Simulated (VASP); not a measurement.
**V: single point with PBE**

V:

```
V
1.0
    -1.51300    1.51300    1.51300
     1.51300   -1.51300    1.51300
     1.51300    1.51300   -1.51300
V
1
Direct
  0.00000 0.00000 0.00000
```

| Property | Result |
| --- | --- |
| Program | VASP 6.6.1 |
| Task | single point |
| Functional | PBE |
| Potentials or basis | VASP PAW PBE potentials, release 64 (V_sv) |
| Cutoff | 500 eV |
| k mesh | 6 × 6 × 6 |
| Occupations | gaussian, width 0.1 eV |
| Spin | collinear spin, ferromagnetic start |
| Starting moments | [0.5] μB |
| Dipole correction | no |
| Further INCAR settings | ALGO = Normal; EDIFF = 1e-06; NBANDS = 16 |

| Quantity | Value |
| --- | --- |
| Pressure | -3.6 GPa |
| Net moment | 0.62 μB per cell |
| Site moments | V +0.49 μB |
| Valence electrons inside the program's atomic spheres | V 11.60 |

Levels at points of the mesh, in eV from the Fermi level:
Spin up:
```tsv
k point	band 4	band 5	band 6	band 7	band 8	band 9	band 10	band 11
(0.00, 0.00, 0.00)	-37.33	-6.78	0.11	0.11	0.11	2.19	2.19	20.01
(0.50, 0.00, 0.00)	-37.34	-3.33	-1.37	1.29	2.14	2.53	3.67	9.57
(0.50, 0.50, 0.50)	-37.90	-3.05	-3.05	3.30	3.30	3.30	9.65	9.65
```
Spin down:
```csv
k point,band 3,band 4,band 5,band 6,band 7,band 8,band 9,band 10
"(0.00, 0.00, 0.00)",-36.91,-36.91,-6.34,0.65,0.65,0.65,2.44,2.44
"(0.50, 0.00, 0.00)",-37.17,-36.92,-2.89,-0.83,1.72,2.49,2.79,4.20
"(0.50, 0.50, 0.50)",-37.47,-37.47,-2.75,-2.75,3.83,3.83,3.83,10.17
```

Wall time 5.9 s on 1 thread of Intel(R) Xeon(R) Platinum 8375C CPU @ 2.90GHz (Ice Lake), on a shared host, peak memory 0.13 GiB.

Caveat: the k points lie up to 0.49 Å⁻¹ apart.
